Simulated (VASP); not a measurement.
# BaTiH3 (Pm-3m) in VASP: a series of runs

Runs on BaTiH3. Level: PBEsol. Tasks: single point, relaxation of cell and atoms.

Everything below comes from runs of VASP 6.6.1. Logs are shortened: lines on timing, memory, paths and dates and some standing lists are left out, and cuts for length are marked.

## Step 1: The cell of the first run

The structure is cubic, space group Pm-3m (No. 221). The conventional cell has a = 4.009 Å, b = 4.009 Å, c = 4.009 Å, α = 90.00°, β = 90.00°, γ = 90.00°. Ba (site symmetry m-3m) has 12 H at 2.83 Å and 8 Ti at 3.47 Å within 3.7 Å. Ti (site symmetry m-3m) has 6 H at 2.00 Å within 2.7 Å. Within 2.7 Å of H (site symmetry 4/mmm) lie 2 Ti at 2.00 Å.

## Step 2: Single point, PBEsol

INCAR reads:

```
SYSTEM = BaTiH3
PREC = Accurate
ENCUT = 520
EDIFF = 1E-6
ISMEAR = 0
SIGMA = 0.1
LREAL = .False.
LASPH = .True.
NELM = 100
ALGO = Normal
ISIF = 2
LWAVE = .False.
LCHARG = .False.
GGA = PS
NBANDS = 20
```

KPOINTS reads:

```
Automatic mesh
0
Gamma
  10 10 10
  0 0 0
```

POSCAR reads:

```
BaTiH3
1.0
    4.0091888672      0.0000000000      0.0000000000
    0.0000000000      4.0091888672      0.0000000000
    0.0000000000      0.0000000000      4.0091888672
Ba Ti H
1 1 3
Direct
    0.5000000000      0.5000000000      0.5000000000
    0.0000000000      0.0000000000      0.0000000000
    0.5000000000      0.0000000000      0.0000000000
    0.0000000000      0.5000000000      0.0000000000
    0.0000000000      0.0000000000      0.5000000000
```

Potentials or basis: VASP PAW PBE potentials, release 64 (Ba_sv, Ti_sv, H).

Run with:

```
$ cat potpaw_PBE.64/Ba_sv/POTCAR potpaw_PBE.64/Ti_sv/POTCAR potpaw_PBE.64/H/POTCAR > POTCAR
$ mpirun -np 1 vasp_std > vasp.out
```

OUTCAR:

```text
SYSTEM = BaTiH3
   PREC = Accurate
   ENCUT = 520
   EDIFF = 1E-6
   ISMEAR = 0
   LREAL = .False.
   LASPH = .True.
   NELM = 100
   ISIF = 2
   GGA = PS

 ion  position               nearest neighbor table
   1  0.500  0.500  0.500-   2 3.47   2 3.47   2 3.47   2 3.47   2 3.47   2 3.47   2 3.47   2 3.47

   2  0.000  0.000  0.000-   1 3.47   1 3.47   1 3.47   1 3.47   1 3.47   1 3.47   1 3.47   1 3.47

   3  0.500  0.000  0.000-
   4  0.000  0.500  0.000-
   5  0.000  0.000  0.500-

  LATTYP: Found a simple cubic cell.
 ALAT       =     4.0091888672

  Lattice vectors:

 A1 = (   4.0091888672,   0.0000000000,   0.0000000000)
 A2 = (   0.0000000000,   4.0091888672,   0.0000000000)
 A3 = (   0.0000000000,   0.0000000000,   4.0091888672)

Analysis of symmetry for initial positions (statically):
=====================================================================
 Subroutine PRICEL returns:
 Original cell was already a primitive cell.

 Routine SETGRP: Setting up the symmetry group for a
 simple cubic supercell.

 Subroutine GETGRP returns: Found 48 space group operations
 (whereof 48 operations were pure point group operations)
 out of a pool of 48 trial point group operations.

The static configuration has the point symmetry O_h .

Analysis of symmetry for dynamics (positions and initial velocities):
=====================================================================
 Subroutine PRICEL returns:
 Original cell was already a primitive cell.

 Routine SETGRP: Setting up the symmetry group for a
 simple cubic supercell.

 Subroutine GETGRP returns: Found 48 space group operations
 (whereof 48 operations were pure point group operations)
 out of a pool of 48 trial point group operations.

The dynamic configuration has the point symmetry O_h .

 Subroutine INISYM returns: Found 48 space group operations
 (whereof 48 operations are pure point group operations),
 and found     1 'primitive' translations

----------------------------------------------------------------------------------------

                                     Primitive cell

  volume of cell :      64.4421

  direct lattice vectors                    reciprocal lattice vectors
     4.009188867  0.000000000  0.000000000     0.249427012  0.000000000  0.000000000
     0.000000000  4.009188867  0.000000000     0.000000000  0.249427012  0.000000000
     0.000000000  0.000000000  4.009188867     0.000000000  0.000000000  0.249427012

  length of vectors
     4.009188867  4.009188867  4.009188867     0.249427012  0.249427012  0.249427012

  position of ions in fractional coordinates (direct lattice)
     0.500000000  0.500000000  0.500000000
     0.000000000  0.000000000  0.000000000
     0.500000000  0.000000000  0.000000000
     0.000000000  0.500000000  0.000000000
     0.000000000  0.000000000  0.500000000

  ion indices of the primitive-cell ions
   primitive index   ion index
                 1           1
                 2           2
                 3           3
                 4           4
                 5           5

----------------------------------------------------------------------------------------

 KPOINTS: Automatic mesh

Automatic generation of k-mesh.
 Grid dimensions read from file:
 generate k-points for:   10   10   10

 Generating k-lattice:

  Cartesian coordinates                     Fractional coordinates (reciprocal lattice)
     0.024942701  0.000000000  0.000000000     0.100000000  0.000000000  0.000000000
     0.000000000  0.024942701  0.000000000     0.000000000  0.100000000  0.000000000
     0.000000000  0.000000000  0.024942701     0.000000000  0.000000000  0.100000000

  Length of vectors
     0.024942701  0.024942701  0.024942701

  Shift w.r.t. Gamma in fractional coordinates (k-lattice)
     0.000000000  0.000000000  0.000000000

 Subroutine IBZKPT returns following result:
 ===========================================

 Found     56 irreducible k-points:

 Following reciprocal coordinates:
            Coordinates               Weight
  0.000000  0.000000  0.000000      1.000000
  0.100000  0.000000  0.000000      6.000000
  0.200000  0.000000  0.000000      6.000000
  0.300000  0.000000  0.000000      6.000000
  0.400000  0.000000  0.000000      6.000000
  0.500000  0.000000  0.000000      3.000000
[... 16 lines left out ...]
  0.200000  0.100000  0.100000     24.000000
  0.300000  0.100000  0.100000     24.000000
 [... further k-points ...]
   k-points           NKPTS =     56   k-points in BZ     NKDIM =     56   number of bands    NBANDS=     20
   number of dos      NEDOS =    301   number of ions     NIONS =      5
   total plane-waves  NPLWV =  27000
   dimension x,y,z NGX =    30 NGY =   30 NGZ =   30
   dimension x,y,z NGXF=    60 NGYF=   60 NGZF=   60
   ions per type =               1   1   3
   NGX,Y,Z   is equivalent  to a cutoff of  12.44, 12.44, 12.44 a.u.
   NGXF,Y,Z  is equivalent  to a cutoff of  24.88, 24.88, 24.88 a.u.
 SYSTEM =  BaTiH3
   PREC   = accura    normal or accurate (medium, high low for compatibility)
   ISTART =      0    job   : 0-new  1-cont  2-samecut
   ICHARG =      2    charge: 1-file 2-atom 10-const
   ISPIN  =      1    spin polarized calculation?
   LNONCOLLINEAR =      F non collinear calculations
   LSORBIT =      F    spin-orbit coupling
   LASPH  =      T    aspherical Exc in radial PAW
   ENCUT  =  520.0 eV  38.22 Ry    6.18 a.u.   7.45  7.45  7.45*2*pi/ulx,y,z
   NELM   =    100;   NELMIN=  2; NELMDL= -5     # of ELM steps
   EDIFF  = 0.1E-05   stopping-criterion for ELM
   LREAL  =      F    real-space projection
   EDIFFG = 0.1E-04   stopping-criterion for IOM
   NSW    =      0    number of steps for IOM
   IBRION =     -1    ionic relax: 0-MD 1-quasi-New 2-CG
   NFREE  =      0    steps in history (QN), initial steepest desc. (CG)
   ISIF   =      2    stress and relaxation
   ISYM   =      2    0-nonsym 1-usesym 2-fastsym
   POTIM  = 0.5000    time-step for ionic-motion
   TEBEG  =    0.0;   TEEND  =   0.0 temperature during run
   PSTRESS=    0.0 pullay stress
   NELECT =      25.0000    total number of electrons
   NUPDOWN=      -1.0000    fix difference up-down
   EMIN   =  10.00;   EMAX   =-10.00  energy-range for DOS
   EFERMI =   0.00;   METHOD = LEGACY
   ISMEAR =     0;   SIGMA  =   0.10  broadening in eV -4-tet -1-fermi 0-gaus
   EFERMI_NEDOS =   21; number of points for ismear=-14 and -15
   IALGO  =     38    algorithm
   IMIX   =      4    mixing-type and parameters
     AMIX     =   0.40;   BMIX     =  1.00
     AMIX_MAG =   1.60;   BMIX_MAG =  1.00
  volume/ion in A,a.u.               =      12.89        86.98
  Fermi-wavevector in a.u.,A,eV,Ry     =   1.193983  2.256302 19.396419  1.425597
  Thomas-Fermi vector in A             =   2.329985
   LORBIT       =      0    0 simple, 1 ext, 2 COOP (PROOUT), +10 PAW based schemes
   GGA     = PS    functional components
   LHFCALC =     F    Hartree Fock is set to
   AEXX    =    0.0000 exact exchange contribution
   IVDW    =     0    specifies the selected vdW correction
   LEPSILON=     F    determine dielectric tensor
   LRPA    =     F    only Hartree local field effects (RPA)
 non-spin polarized calculation
 Gauss-broadening in eV      SIGMA  =   0.10
  energy-cutoff  :      520.00
  volume of cell :       64.44
 maximum number of plane-waves:      1763
 NGX is ok and might be reduce to    30
   NGX = 15   NGY = 15   NGZ = 15

 number of electron      24.9999992 magnetization

 Free energy of the ion-electron system (eV)
  ---------------------------------------------------
  ext. energy  EPLUGINS =         0.00000000
  ---------------------------------------------------
  free energy    TOTEN  =       -21.36321940 eV

  energy without entropy =      -21.31806855  energy(sigma->0) =      -21.34064398

 E-fermi :   4.7818     XC(G=0): -10.1723

 val. band max:        4.7815943916   @ k =   0.5000   0.3000   0.3000
 cond. band min:       4.7949627165   @ k =   0.4000   0.2000   0.2000
 fundamental gap:      0.0133683249
 Fermi energy:         4.7818370068

 k-point     1 :       0.0000    0.0000    0.0000
  band No.  band energies     occupation
      1     -52.0662      2.00000
      2     -28.4674      2.00000
      3     -28.4674      2.00000
      4     -28.4674      2.00000
      5     -23.0854      2.00000
      6      -8.1026      2.00000
[... 12 lines left out ...]
     19       9.5807      0.00000
     20      10.6127      0.00000

 k-point     2 :       0.1000    0.0000    0.0000
  band No.  band energies     occupation
      1     -52.0661      2.00000
      2     -28.4699      2.00000
      3     -28.4673      2.00000
      4     -28.4673      2.00000
      5     -23.0787      2.00000
      6      -8.2196      2.00000
[... 12 lines left out ...]
     19       8.9888      0.00000
     20      10.5323      0.00000

 k-point     3 :       0.2000    0.0000    0.0000
  band No.  band energies     occupation
      1     -52.0659      2.00000
      2     -28.4762      2.00000
      3     -28.4670      2.00000
      4     -28.4670      2.00000
      5     -23.0613      2.00000
      6      -8.5009      2.00000
[... 12 lines left out ...]
     19       8.6830      0.00000
     20      10.1106      0.00000

 k-point     4 :       0.3000    0.0000    0.0000
  band No.  band energies     occupation
      1     -52.0657      2.00000
      2     -28.4841      2.00000
      3     -28.4666      2.00000
      4     -28.4666      2.00000
      5     -23.0396      2.00000
      6      -8.8103      2.00000
[... 429 lines left out ...]
 k-point    23 :       0.2000    0.1000    0.1000
  band No.  band energies     occupation
      1     -52.0658      2.00000
      2     -28.4759      2.00000
      3     -28.4693      2.00000
      4     -28.4691      2.00000
      5     -23.0492      2.00000
      6      -8.4800      2.00000
[... 12 lines left out ...]
     19       8.5202      0.00000
     20      10.3742      0.00000

 k-point    24 :       0.3000    0.1000    0.1000
  band No.  band energies     occupation
      1     -52.0655      2.00000
      2     -28.4836      2.00000
      3     -28.4688      2.00000
      4     -28.4686      2.00000
      5     -23.0284      2.00000
      6      -8.7728      2.00000
[... 12 lines left out ...]
     19       9.0919      0.00000
     20      10.0155      0.00000

 [... further k-points ...]
[... 5 lines left out ...]
  --------------------------------------------------------------------------------------
  -------------------------------------------------------------------------------------
  Total        0.2893784      0.2893784      0.2893784     -0.0000000      0.0000000     -0.0000000
  in kB        7.1946092      7.1946092      7.1946092     -0.0000000      0.0000000     -0.0000000
  external PRESSURE =       7.1946092 kB  Pullay stress =       0.0000000 kB

 VOLUME and BASIS-vectors are now :
 -----------------------------------------------------------------------------
  energy-cutoff  :      520.00
  volume of cell :       64.44
      direct lattice vectors                 reciprocal lattice vectors
     4.009188867  0.000000000  0.000000000     0.249427012  0.000000000  0.000000000
     0.000000000  4.009188867  0.000000000     0.000000000  0.249427012  0.000000000
     0.000000000  0.000000000  4.009188867     0.000000000  0.000000000  0.249427012

 POSITION                                       TOTAL-FORCE (eV/Angst)
 -----------------------------------------------------------------------------------
      2.00459      2.00459      2.00459         0.000000      0.000000      0.000000
      0.00000      0.00000      0.00000         0.000000      0.000000      0.000000
      2.00459      0.00000      0.00000         0.000000      0.000000      0.000000
      0.00000      2.00459      0.00000         0.000000      0.000000      0.000000
      0.00000      0.00000      2.00459         0.000000      0.000000      0.000000
 -----------------------------------------------------------------------------------
    total drift:                                0.000000     -0.000000     -0.000000

  FREE ENERGIE OF THE ION-ELECTRON SYSTEM (eV)
  ---------------------------------------------------
  free  energy   TOTEN  =       -21.3632194019 eV

  energy  without entropy=      -21.3180685506  energy(sigma->0) =      -21.34064398
```

It used 86 s of CPU time on 1 thread of Intel(R) Xeon(R) Platinum 8375C CPU @ 2.90GHz (Ice Lake) (shared host).

What came out:

```
Free energy : -21.3632 eV
Pressure    : 0.7 GPa
```

Levels at points of the mesh, in eV from the Fermi level:
| k point | band 10 | band 11 | band 12 | band 13 | band 14 | band 15 |
| --- | --- | --- | --- | --- | --- | --- |
| (0.00, 0.00, 0.00) | -5.13 | -5.13 | 0.56 | 0.56 | 0.56 | 2.44 |
| (0.50, 0.00, 0.00) | -5.17 | -4.60 | 0.50 | 0.50 | 0.59 | 0.86 |
| (0.50, 0.50, 0.00) | -3.60 | -3.60 | -1.58 | -0.46 | -0.46 | 0.77 |
| (0.50, 0.50, 0.50) | -4.96 | -4.96 | 0.15 | 0.15 | 0.15 | 0.99 |

Caveat: the PAW data sets were made with another functional, which shifts forces and pressure a little; spin-orbit coupling is left out, which moves the levels of the heavy elements.

## Step 3: Relaxation of cell and atoms, PBEsol

This run uses another cell than the first one, of 12.84 Å³/atom, 0.996 times its volume.

INCAR reads:

```
ALGO = Normal
EDIFF = 1E-7
EDIFFG = -0.005
ENCUT = 600
GGA = PS
IBRION = 2
ISIF = 3
ISMEAR = 0
LASPH = True
LCHARG = False
LREAL = False
LWAVE = False
NELM = 100
NSW = 100
PREC = Accurate
SIGMA = 0.1
```

KPOINTS reads:

```
k-points
0
Gamma
  10 10 10
```

POSCAR: that of step 2 with these lines changed.

```diff
@@ -2,5 +2,5 @@
 1.0
-    4.0091888672      0.0000000000      0.0000000000
-    0.0000000000      4.0091888672      0.0000000000
-    0.0000000000      0.0000000000      4.0091888672
+    4.0041044510      0.0000000000      0.0000000000
+    0.0000000000      4.0041044510      0.0000000000
+    0.0000000000      0.0000000000      4.0041044510
 Ba Ti H
```

Potentials or basis: VASP PAW PBE potentials, release 64 (Ba_sv, Ti_sv, H).

Run with:

```
$ cat potpaw_PBE.64/Ba_sv/POTCAR potpaw_PBE.64/Ti_sv/POTCAR potpaw_PBE.64/H/POTCAR > POTCAR
$ mpirun -np 1 vasp_std > vasp.out
```

It used 150 s of CPU time on 1 thread of Intel(R) Xeon(R) Platinum 8375C CPU @ 2.90GHz (Ice Lake) (shared host).

The run converged. Its results:

```
Free energy                            : -21.3662 eV
Relaxed volume                         : 13.05 Å³/atom
Relaxed cell                           : a = 4.026 Å, b = 4.026 Å, c = 4.026 Å, α = 90.00°, β = 90.00°, γ = 90.00°
Space group after relaxing (to 0.05 Å) : Pm-3m (No. 221)
Energy gained by relaxing              : 0.6 meV/atom
Ionic steps                            : 3
Pressure after relaxing                : 0.0 GPa
```

The path:
```tsv
step	energy change (eV)	largest force (eV/Å)	pressure (GPa)	volume (Å³)
1	0.0000	0.0000	0.98	64.20
2	-0.0029	0.0000	0.29	64.93
3	-0.0032	0.0000	0.00	65.24
```

Final structure:
```
CELL_PARAMETERS angstrom
4.02571 0.00000 0.00000
0.00000 4.02571 0.00000
0.00000 0.00000 4.02571
ATOMIC_POSITIONS crystal
Ba 0.50000 0.50000 0.50000
Ti 0.00000 0.00000 0.00000
H 0.50000 0.00000 0.00000
H 0.00000 0.50000 0.00000
H 0.00000 0.00000 0.50000
```

Levels at points of the mesh, in eV from the Fermi level:
```csv
k point,band 8,band 9,band 10,band 11,band 12,band 13,band 14,band 15,band 16
"(0.00, 0.00, 0.00)",-12.90,-7.60,-5.08,-5.08,0.56,0.56,0.56,2.42,2.42
"(0.50, 0.00, 0.00)",-12.84,-5.26,-5.14,-4.56,0.50,0.50,0.61,0.85,1.00
"(0.50, 0.50, 0.00)",-12.75,-6.16,-3.61,-3.61,-1.56,-0.44,-0.44,0.76,0.94
"(0.50, 0.50, 0.50)",-13.45,-4.92,-4.92,-4.92,0.14,0.14,0.14,0.98,0.98
```

Caveat: the PAW data sets were made with another functional, which shifts forces and pressure a little; spin-orbit coupling is left out, which moves the levels of the heavy elements.

## Step 4: Single point, PBEsol

This run uses another cell than the first one, of 8.69 Å³/atom, 0.675 times its volume.

INCAR reads:

```
ALGO = Normal ; EDIFF = 1E-6
ENCUT = 520 ; GGA = PS
ISIF = 2 ; ISMEAR = 0
LASPH = T ; LCHARG = F
LREAL = F ; LWAVE = F
NBANDS = 20 ; NELM = 100
PREC = Accurate ; SIGMA = 0.1
```

KPOINTS reads:

```
k-points
0
Gamma
  6 6 6
```

POSCAR: that of step 3 with these lines changed.

```diff
@@ -2,5 +2,5 @@
 1.0
-    4.0041044510      0.0000000000      0.0000000000
-    0.0000000000      4.0041044510      0.0000000000
-    0.0000000000      0.0000000000      4.0041044510
+    3.5161740300      0.0000000000      0.0000000000
+    0.0000000000      3.5161740300      0.0000000000
+    0.0000000000      0.0000000000      3.5161740300
 Ba Ti H
```

Run with:

```
$ cat potpaw_PBE.64/Ba_sv/POTCAR potpaw_PBE.64/Ti_sv/POTCAR potpaw_PBE.64/H/POTCAR > POTCAR
$ mpirun -np 1 vasp_std > vasp.out
```

It took 40 s on 1 thread of Intel Xeon Platinum 8375C at 2.90GHz (Ice Lake), shared host; peak memory 0.16 GiB.

Results (log left out):

| Item | Value |
| --- | --- |
| Free energy | -18.8294 eV |
| Pressure | 51.0 GPa |

Levels at points of the mesh, in eV from the Fermi level:
| k point | band 10 | band 11 | band 12 | band 13 | band 14 | band 15 |
| --- | --- | --- | --- | --- | --- | --- |
| (0.00, 0.00, 0.00) | -7.04 | -7.04 | 0.61 | 0.61 | 0.61 | 2.95 |
| (0.50, 0.00, 0.00) | -5.54 | -4.40 | -0.18 | 0.86 | 0.86 | 1.13 |
| (0.50, 0.50, 0.00) | -2.85 | -2.85 | -2.18 | -1.15 | -1.15 | 1.37 |
| (0.50, 0.50, 0.50) | -5.99 | -5.99 | 0.92 | 0.92 | 0.92 | 1.47 |

Caveat: the PAW data sets were made with another functional, which shifts forces and pressure a little; spin-orbit coupling is left out, which moves the levels of the heavy elements.

## Step 5: Single point, PBEsol

This run uses another cell than the first one, of 8.69 Å³/atom, 0.675 times its volume.

INCAR reads:

```
PREC = Accurate
ENCUT = 910
EDIFF = 1E-6
ISMEAR = 0
SIGMA = 0.1
LREAL = False
LASPH = True
NELM = 120
ALGO = Normal
ISIF = 2
LWAVE = False
LCHARG = False
GGA = PS
NBANDS = 20
GGA_COMPAT = False
```

KPOINTS reads:

```
regular mesh
0
Gamma
  6 6 6
```

POSCAR is that of step 4.

Potentials or basis: VASP PAW PBE potentials, release 64 (Ba_sv, Ti_sv, H_h).

Run with:

```
$ cat potpaw_PBE.64/Ba_sv/POTCAR potpaw_PBE.64/Ti_sv/POTCAR potpaw_PBE.64/H_h/POTCAR > POTCAR
$ mpirun -np 1 vasp_std > vasp.out
```

It took 20 s on 1 thread of Intel Xeon 6975P-C (Granite Rapids), shared host; peak memory 0.23 GiB.

The run converged. Its results:

```
Free energy : -18.6721 eV
Pressure    : 51.0 GPa
```

Levels at points of the mesh, in eV from the Fermi level:
```csv
k point,band 9,band 10,band 11,band 12,band 13,band 14,band 15,band 16
"(0.00, 0.00, 0.00)",-8.32,-7.04,-7.04,0.61,0.61,0.61,2.95,2.95
"(0.50, 0.00, 0.00)",-6.17,-5.54,-4.40,-0.18,0.86,0.86,1.13,1.80
"(0.50, 0.50, 0.00)",-8.02,-2.85,-2.85,-2.18,-1.15,-1.15,1.37,1.40
"(0.50, 0.50, 0.50)",-5.99,-5.99,-5.99,0.92,0.92,0.92,1.47,1.47
```

Caveat: the PAW data sets were made with another functional, which shifts forces and pressure a little; spin-orbit coupling is left out, which moves the levels of the heavy elements.

## Step 6: The runs side by side

| task | potentials or basis | cell | k mesh | cutoff (eV) | second run | gap on the mesh (eV) | pressure (GPa) |
| --- | --- | --- | --- | --- | --- | --- | --- |
| single point | VASP PAW PBE potentials, release 64 (Ba_sv, Ti_sv, H) | a = 4.009 Å, 5 atoms | 10 × 10 × 10 | 520 | - | none | 0.7 |
| relaxation of cell and atoms | VASP PAW PBE potentials, release 64 (Ba_sv, Ti_sv, H) | relaxed from a = 4.004 Å, 5 atoms | 10 × 10 × 10 | 600 | - | none | 0.0 |
| single point | VASP PAW PBE potentials, release 64 (Ba_sv, Ti_sv, H) | a = 3.516 Å, 5 atoms | 6 × 6 × 6 | 520 | - | none | 51.0 |
| single point | VASP PAW PBE potentials, release 64 (Ba_sv, Ti_sv, H_h) | a = 3.516 Å, 5 atoms | 6 × 6 × 6 | 910 | hard_potentials | none | 51.0 |

Alike in all rows: level PBEsol; no spin polarisation; smearing gaussian 0.1 eV.

Caveats: the PAW data sets were made with another functional, which shifts forces and pressure a little; spin-orbit coupling is left out, which moves the levels of the heavy elements.

Total energies depend on the potentials used, so only differences within one code and one set of settings carry meaning.
